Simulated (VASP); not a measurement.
## Rh: single point with PBE

Crystal: Rh.

```
Rh
1.0
     2.64310    0.00000    0.00000
    -1.32155    2.28899    0.00000
     0.00000    0.00000    4.03430
Rh
2
Cartesian
  1.3216 0.7630 3.0257
  0.0000 1.5260 1.0086
```

This isn't the form of Rh at room conditions, which is fcc.

- Program: VASP 6.6.1
- Task: single point
- Functional: PBE
- Potentials or basis: VASP PAW PBE potentials, release 64 (Rh_pv)
- Cutoff: 520 eV
- k mesh: 18 × 18 × 10
- Occupations: gaussian, width 0.15 eV
- Spin: no spin polarisation

- Pressure: 55.4 GPa
- Band gap on the k mesh: zero (bands 15 and 16 overlap by 2.70 eV)

Stress tensor (GPa, compression positive):
```
46.53  0.00  0.00
 0.00 46.53  0.00
 0.00  0.00 73.07
```

Levels at points of the mesh, in eV from the Fermi level:
| k point | band 12 | band 13 | band 14 | band 15 | band 16 | band 17 | band 18 | band 19 |
| --- | --- | --- | --- | --- | --- | --- | --- | --- |
| (0.00, 0.00, 0.00) | -2.96 | -2.96 | -2.81 | -2.81 | 0.11 | 0.11 | 1.29 | 10.76 |
| (0.50, 0.00, 0.00) | -2.80 | -2.40 | 0.16 | 0.67 | 1.00 | 3.27 | 5.59 | 11.37 |
| (0.00, 0.00, 0.50) | -4.03 | -3.51 | -3.51 | -0.50 | -0.50 | -0.50 | -0.50 | 15.01 |
| (0.50, 0.00, 0.50) | -2.30 | -0.48 | -0.48 | 0.48 | 0.48 | 2.82 | 2.82 | 10.45 |

Wall time 64 s on 1 thread of Intel(R) Xeon(R) Platinum 8488C (Sapphire Rapids), with other jobs on the host, peak memory 0.2 GiB.

Caveat: the cell stands under pressure.
